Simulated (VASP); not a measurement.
# Al7Cu (P-43m) in VASP: a series of runs, part 2 of 2

VASP 6.6.1. The steps go on from the part before.

### 5 Relaxation of cell and atoms, PBE

Contents of INCAR:

```
PREC = Accurate ; ENCUT = 600
EDIFF = 1E-7 ; ISMEAR = 0
SIGMA = 0.1 ; LREAL = F
LASPH = T ; NELM = 80
ALGO = Normal ; ISIF = 3
LWAVE = F ; LCHARG = F
GGA = PE ; IBRION = 2
NSW = 90 ; EDIFFG = -0.04
```

Contents of KPOINTS:

```
Automatic mesh
0
Gamma
  4 4 4
```

Contents of POSCAR:

```
Al7Cu
1.0
    5.4136110500      0.0000000000      0.0000000000
    0.0000000000      5.4136110500      0.0000000000
    0.0000000000      0.0000000000      5.4136110500
Al Cu
7 1
Direct
    0.2526152100      0.2526152100      0.2526152100
    0.0000000000      0.5000000000      0.5000000000
    0.5000000000      0.5000000000      0.0000000000
    0.5000000000      0.0000000000      0.5000000000
    0.7473847900      0.2526152100      0.7473847900
    0.7473847900      0.7473847900      0.2526152100
    0.2526152100      0.7473847900      0.7473847900
    0.0000000000      0.0000000000      0.0000000000
```

Potentials or basis: VASP PAW PBE potentials, release 64 (Al, Cu).

Run with:

```
$ cat potpaw_PBE.64/Al/POTCAR potpaw_PBE.64/Cu/POTCAR > POTCAR
$ mpirun -np 1 vasp_std > vasp.out
```

OUTCAR:

```text
PREC = Accurate
   ENCUT = 600
   EDIFF = 1E-7
   ISMEAR = 0
   LREAL = F
   LASPH = T
   NELM = 80
   ISIF = 3
   GGA = PE
   IBRION = 2
   NSW = 90
   EDIFFG = -0.04

 ion  position               nearest neighbor table
   1  0.253  0.253  0.253-   2 2.34   3 2.34   4 2.34   8 2.37
   2  0.000  0.500  0.500-   1 2.34   5 2.34   6 2.34   7 2.34
   3  0.500  0.500  0.000-   1 2.34   5 2.34   6 2.34   7 2.34
   4  0.500  0.000  0.500-   1 2.34   5 2.34   6 2.34   7 2.34
   5  0.747  0.253  0.747-   2 2.34   3 2.34   4 2.34   8 2.37
   6  0.747  0.747  0.253-   2 2.34   3 2.34   4 2.34   8 2.37
   7  0.253  0.747  0.747-   2 2.34   3 2.34   4 2.34   8 2.37
   8  0.000  0.000  0.000-   1 2.37   5 2.37   6 2.37   7 2.37

  LATTYP: Found a simple cubic cell.
 ALAT       =     5.4136110500

  Lattice vectors:

 A1 = (   5.4136110500,   0.0000000000,   0.0000000000)
 A2 = (   0.0000000000,   5.4136110500,   0.0000000000)
 A3 = (   0.0000000000,   0.0000000000,   5.4136110500)
[... 179 lines left out ...]
 cond. band min:       5.1526489679   @ k =   0.2500   0.0000   0.0000
 fundamental gap:      0.0887732955
 Fermi energy:         5.1117604044

 k-point     1 :       0.0000    0.0000    0.0000
  band No.  band energies     occupation
      1      -4.2114      2.00000
      2       0.0519      2.00000
      3       0.0519      2.00000
      4       0.2598      2.00000
      5       0.2598      2.00000
      6       0.2598      2.00000
[... 564 lines left out ...]
--------------------------------------- Ionic step        9  -------------------------------------------

 number of electron      32.0000011 magnetization

 Free energy of the ion-electron system (eV)
  ---------------------------------------------------
  ext. energy  EPLUGINS =         0.00000000
  ---------------------------------------------------
  free energy    TOTEN  =       -24.25888078 eV

  energy without entropy =      -24.22500344  energy(sigma->0) =      -24.24194211

 E-fermi :   3.2213     XC(G=0):  -8.4228

 val. band max:        3.1359992107   @ k =   0.5000   0.2500   0.0000
 cond. band min:       3.2599559711   @ k =   0.5000   0.0000   0.0000
 fundamental gap:      0.1239567604
 Fermi energy:         3.2213099376

 k-point     1 :       0.0000    0.0000    0.0000
  band No.  band energies     occupation
      1      -4.8308      2.00000
      2      -1.3494      2.00000
      3      -1.3494      2.00000
      4      -1.3494      2.00000
      5      -1.2943      2.00000
      6      -1.2943      2.00000
[... 264 lines left out ...]
  FREE ENERGIE OF THE ION-ELECTRON SYSTEM (eV)
  ---------------------------------------------------
  free  energy   TOTEN  =       -24.2588807816 eV

  energy  without entropy=      -24.2250034352  energy(sigma->0) =      -24.24194211

 reached required accuracy - stopping structural energy minimisation
```

OSZICAR:

```text
N       E                     dE             d eps       ncg     rms          rms(c)
DAV:   1     0.146075827222E+03    0.14608E+03   -0.12798E+04   420   0.149E+03
DAV:   2    -0.111088172663E+02   -0.15718E+03   -0.15012E+03   430   0.264E+02
DAV:   3    -0.235395916318E+02   -0.12431E+02   -0.10407E+02   627   0.736E+01
[... 116 lines left out ...]
DAV:   5    -0.242588961644E+02    0.58995E-04   -0.76721E-04   571   0.777E-01    0.244E-02
DAV:   6    -0.242588811375E+02    0.15027E-04   -0.13118E-04   621   0.257E-01    0.775E-03
DAV:   7    -0.242588810313E+02    0.10611E-06   -0.45838E-06   639   0.159E-02    0.509E-03
DAV:   8    -0.242588807459E+02    0.28544E-06   -0.76061E-07   492   0.226E-02    0.215E-03
DAV:   9    -0.242588807816E+02   -0.35698E-07   -0.24998E-07   385   0.135E-02
   9 F= -.24258881E+02 E0= -.24241942E+02  d E =-.282814E+00
```

Run time: 2.7 min. Hardware: 1 thread of Intel Xeon 6975P-C (Granite Rapids), shared host; peak memory 0.34 GiB.

What came out:

```yaml
Free_energy: -24.2589 eV
Relaxed_volume: 25.68 Å³/atom
Relaxed_cell: a = 5.900 Å, b = 5.900 Å, c = 5.900 Å, α = 90.00°, β = 90.00°, γ = 90.00°
Space_group_after_relaxing_to_0.1_Å: P-43m (No. 215)
Energy_gained_by_relaxing: 374.4 meV/atom
Ionic_steps: 9
Pressure_after_relaxing: 0.2 GPa
Band_gap_on_the_k_mesh: zero (bands 16 and 17 overlap by 1.89 eV)
```

Forces on the atoms (eV/Å):
```
Al  -0.001 -0.001 -0.001
Al   0.000  0.000  0.000
Al   0.000  0.000  0.000
Al   0.000  0.000  0.000
Al   0.001 -0.001  0.001
Al   0.001  0.001 -0.001
Al  -0.001  0.001  0.001
Cu   0.000  0.000  0.000
```

The path:
| step | energy change (eV) | largest force (eV/Å) | pressure (GPa) | volume (Å³) |
| --- | --- | --- | --- | --- |
| 1 | 0.0000 | 1.5388 | 19.39 | 158.66 |
| 2 | -2.6710 | 0.5535 | -1.83 | 220.40 |
| 3 | -2.7119 | 0.6387 | -0.31 | 210.91 |
| 4 | -2.7121 | 0.6269 | -0.51 | 212.06 |
| 5 | -2.7906 | 0.5851 | -0.46 | 210.87 |
| 6 | -2.9666 | 0.2810 | -0.10 | 207.33 |
| 7 | -2.6752 | 1.1879 | 1.96 | 200.37 |
| 8 | -2.9917 | 0.1095 | 0.11 | 206.06 |
| 9 | -2.9949 | 0.0023 | 0.24 | 205.41 |

Final structure:
```xyz
8
Lattice="5.9003 0.0000 0.0000 0.0000 5.9003 0.0000 0.0000 0.0000 5.9003" Properties=species:S:1:pos:R:3 pbc="T T T"
Al    1.3501    1.3501    1.3501
Al    5.9003    2.9501    2.9501
Al    2.9501    2.9501    0.0000
Al    2.9501    0.0000    2.9501
Al    4.5501    1.3501    4.5501
Al    4.5501    4.5501    1.3501
Al    1.3501    4.5501    4.5501
Cu    5.9003    0.0000    0.0000
```

Caveat: the volume moved by over 15 % at a fixed basis, so the end points are rough.

### 6 Relaxation of cell and atoms, PBE

This run uses another cell than the first one, of 25.58 Å³/atom.

Contents of INCAR:

```
SYSTEM = Al7Cu
PREC     = Accurate       ! precision mode
ENCUT    = 600            ! plane-wave cutoff, eV
EDIFF    = 1E-6           ! SCF threshold, eV
ISMEAR   = 0              ! smearing method
SIGMA    = 0.1            ! smearing width, eV
LREAL    = .False.        ! projectors in reciprocal space
LASPH    = .True.         ! aspherical terms in the spheres
NELM     = 60             ! most SCF steps
ALGO     = Fast           ! electronic algorithm
ISIF     = 3              ! what is computed and relaxed
LWAVE    = .False.        ! write WAVECAR
LCHARG   = .False.        ! write CHGCAR
GGA      = PE             ! functional
IBRION   = 2              ! ionic algorithm
NSW      = 100            ! ionic steps
EDIFFG   = -0.01          ! ionic threshold
```

Contents of KPOINTS:

```
Automatic mesh
0
Gamma
  6 6 6
  0 0 0
```

Contents of POSCAR:

```
Al7Cu
1.0
    5.8931521212      0.0000000000      0.0000000000
    0.0000000000      5.8931521212      0.0000000000
    0.0000000000      0.0000000000      5.8931521212
Al Cu
7 1
Direct
    0.2285179172      0.2285179172      0.2285179172
    0.0000000000      0.5000000000      0.5000000000
    0.5000000000      0.5000000000      0.0000000000
    0.5000000000      0.0000000000      0.5000000000
    0.7714820828      0.2285179172      0.7714820828
    0.7714820828      0.7714820828      0.2285179172
    0.2285179172      0.7714820828      0.7714820828
    0.0000000000      0.0000000000      0.0000000000
```

Potentials or basis: VASP PAW PBE potentials, release 64 (Al, Cu).

Run with:

```
$ cat potpaw_PBE.64/Al/POTCAR potpaw_PBE.64/Cu/POTCAR > POTCAR
$ mpirun -np 1 vasp_std > vasp.out
```

Run time: 3.2 min. Hardware: 1 thread of Intel Xeon 6975P-C (Granite Rapids), shared host; peak memory 0.39 GiB.

Results (log left out):

* Free energy: -24.2948 eV
* Relaxed volume: 25.83 Å³/atom
* Relaxed cell: a = 5.912 Å, b = 5.912 Å, c = 5.912 Å, α = 90.00°, β = 90.00°, γ = 90.00°
* Space group after relaxing (to 0.1 Å): P-43m (No. 215)
* Energy gained by relaxing: 0.6 meV/atom
* Ionic steps: 7
* Pressure after relaxing: 0.0 GPa
* Band gap on the k mesh: zero (bands 16 and 17 overlap by 1.88 eV)

Step by step:
```tsv
step	energy change (eV)	largest force (eV/Å)	pressure (GPa)	volume (Å³)
1	0.0000	0.0829	0.37	204.66
2	-0.0037	0.0542	0.07	206.44
3	-0.0039	0.0444	-0.09	207.09
4	-0.0039	0.0459	-0.06	206.99
5	-0.0039	0.0452	-0.07	207.04
6	-0.0044	0.0290	-0.05	206.89
7	-0.0047	0.0004	0.04	206.61
```

Final structure:
```
Al Cu
1.0
     5.91175    0.00000    0.00000
     0.00000    5.91175    0.00000
     0.00000    0.00000    5.91175
Al Cu
7 1
Direct
  0.22981 0.22981 0.22981
  0.00000 0.50000 0.50000
  0.50000 0.50000 0.00000
  0.50000 0.00000 0.50000
  0.77019 0.22981 0.77019
  0.77019 0.77019 0.22981
  0.22981 0.77019 0.77019
  0.00000 0.00000 0.00000
```

Levels at points of the mesh, in eV from the Fermi level:
```csv
k point,band 14,band 15,band 16,band 17,band 18,band 19
"(0.00, 0.00, 0.00)",-0.39,-0.39,0.15,0.15,0.15,2.23
"(0.50, 0.00, 0.00)",-1.27,-1.07,-0.33,0.09,0.68,0.68
"(0.50, 0.50, 0.00)",-1.27,-1.27,-0.99,-0.69,1.14,1.40
"(0.50, 0.50, 0.50)",1.18,1.18,1.18,1.62,1.62,2.02
```

### 7 The runs side by side

```tsv
task	cell	k mesh	cutoff (eV)	gap on the mesh (eV)	pressure (GPa)	relaxed volume (Å³/atom)	largest force (eV/Å)
single point	a = 5.414 Å, 8 atoms, atomic positions A	4 × 4 × 4	520	none	19.5	-	1.54
single point	a = 5.893 Å, 8 atoms, atomic positions B	4 × 4 × 4	520	none	0.4	-	0.02
single point	a = 5.912 Å, 8 atoms, atomic positions B	6 × 6 × 6	520	none	0.0	-	0.03
relaxation of cell and atoms	relaxed from a = 5.414 Å, 8 atoms, atomic positions A	4 × 4 × 4	600	none	0.2	25.68	-
relaxation of cell and atoms	relaxed from a = 5.893 Å, 8 atoms, atomic positions B	6 × 6 × 6	600	none	0.0	25.83	-
```

Alike in all rows: level PBE; potentials or basis VASP PAW PBE potentials, release 64 (Al, Cu); no spin polarisation; smearing gaussian 0.1 eV.

Caveats: the cell stands under pressure (at least some runs); forces of over 1 eV/Å act on the atoms, so gaps and moduli don't describe the material at rest (at least some runs); the volume moved by over 15 % at a fixed basis, so the end points are rough (at least some runs).

Absolute energies hang on the potentials; compare differences alone.
